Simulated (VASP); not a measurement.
Wanted: the native input for a VASP 6.6.1 run.

```yaml
Task: single point
Functional: BLYP
Potentials_or_basis: VASP PAW PBE potentials, release 64 (Cu, O)
Cutoff: 520 eV
k_mesh: 11 × 11 × 11
Occupations: fermi-dirac, width 0.05 eV
Spin: no spin polarisation
Dipole_correction: no
Further_INCAR_settings: ALGO = Normal; EDIFF = 1e-06; NBANDS = 16
```

The structure of CuO lies in POSCAR:

```
CuO
1.0
    0.0000000000      2.1444126677      2.1444126677
    2.1444126677      0.0000000000      2.1444126677
    2.1444126677      2.1444126677      0.0000000000
Cu O
1 1
Direct
    0.0294977200      0.0281008700      0.9080259900
    0.4705022800      0.4718991300      0.5919740100
```

The input as run:

INCAR

```
PREC     = Accurate       # precision mode
ENCUT    = 520            # plane-wave cutoff, eV
EDIFF    = 1E-6           # SCF threshold, eV
ISMEAR   = -1             # smearing method
SIGMA    = 0.05           # smearing width, eV
LREAL    = False          # projectors in reciprocal space
LASPH    = True           # aspherical terms in the spheres
NELM     = 60             # most SCF steps
ALGO     = Normal         # electronic algorithm
ISIF     = 2              # what is computed and relaxed
LWAVE    = False          # write WAVECAR
LCHARG   = True           # write CHGCAR
GGA      = B5             # functional
ALDAX    = 1.0          
AGGAX    = 1.0          
AGGAC    = 1.0          
ALDAC    = 0.0          
LELF     = True           # ELF
LVHAR    = True         
NBANDS   = 16             # bands
```

KPOINTS

```
regular mesh
0
Gamma
  11 11 11
```

Potentials or basis: VASP PAW PBE potentials, release 64 (Cu, O).

Command:

```sh
$ cat potpaw_PBE.64/Cu/POTCAR potpaw_PBE.64/O/POTCAR > POTCAR
$ mpirun -np 1 vasp_std > vasp.out
```

It gave:

```yaml
Pressure: 17.9 GPa
Largest_force: 0.826 eV/Å
Band_gap_on_the_k_mesh: zero (an odd number of electrons rules out a gap without spin polarisation)
```

Caveat: the cell stands under pressure; the PAW data sets were made with another functional, which shifts forces and pressure a little; an odd number of electrons without spin polarisation forces a metal; a magnetic or distorted state may lie lower; semilocal functionals often make such compounds metallic where correlation or magnetic order opens a gap, which also shifts bond lengths.

Wall time 3.3 min on 1 thread of Intel Xeon 8259CL, on a shared host, peak memory 0.31 GiB.
